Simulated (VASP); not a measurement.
## Cr: relaxation of cell and atoms with PBEsol

Crystal: Cr.

```
Cr
1.0
     2.30567    0.00000    0.00000
     0.00000    2.30567    0.00000
     0.00000    0.00000    2.30567
Cr
1
Direct
  0.00000 0.00000 0.00000
```

```yaml
Program: VASP 6.6.1
Task: relaxation of cell and atoms
Functional: PBEsol
Potentials_or_basis: VASP PAW PBE potentials, release 64 (Cr_pv)
Cutoff: 600 eV
k_mesh: 18 × 18 × 18
Occupations: gaussian, width 0.1 eV
Spin: no spin polarisation
Dipole_correction: no
Further_INCAR_settings: ALGO = Normal; EDIFF = 1e-06; IBRION = 2; EDIFFG = -0.01; NSW = 80; ISIF = 3
```

| Property | Result |
| --- | --- |
| Pressure after relaxing | 0.1 GPa |
| Band gap on the k mesh | zero (band 6 reaches 11.15 eV, above the bottom of band 7 at 9.42 eV) |

Final structure:
```yaml
crystal:
  lattice:
    - [2.30567, 0.00000, 0.00000]
    - [0.00000, 2.30567, 0.00000]
    - [0.00000, 0.00000, 2.30567]
  atoms:
    - { symbol: Cr, position: [0.00000, 0.00000, 0.00000] }
```

Levels at points of the mesh, in eV from the Fermi level:
| k point | band 4 | band 5 | band 6 | band 7 | band 8 | band 9 |
| --- | --- | --- | --- | --- | --- | --- |
| (0.00, 0.00, 0.00) | -7.56 | -3.38 | -3.38 | 2.57 | 2.57 | 2.57 |
| (0.50, 0.00, 0.00) | -3.21 | -2.57 | -0.72 | 0.48 | 0.48 | 2.76 |
| (0.50, 0.50, 0.00) | -4.88 | -1.76 | 0.93 | 0.93 | 3.98 | 6.40 |
| (0.50, 0.50, 0.50) | -3.17 | -3.17 | -3.17 | 4.09 | 4.09 | 7.52 |

It took 18 s on 1 thread of Intel(R) Xeon(R) Platinum 8375C CPU @ 2.90GHz (Ice Lake), on a shared host, peak memory 0.15 GiB.

Caveat: the relaxation stopped at its first step, so nothing moved; the PAW data sets were made with another functional, which shifts forces and pressure a little; the run has no spin polarisation, though such a crystal can be magnetic. Spin polarisation is off, so any magnetic state and its effect on volume and gap are missing.
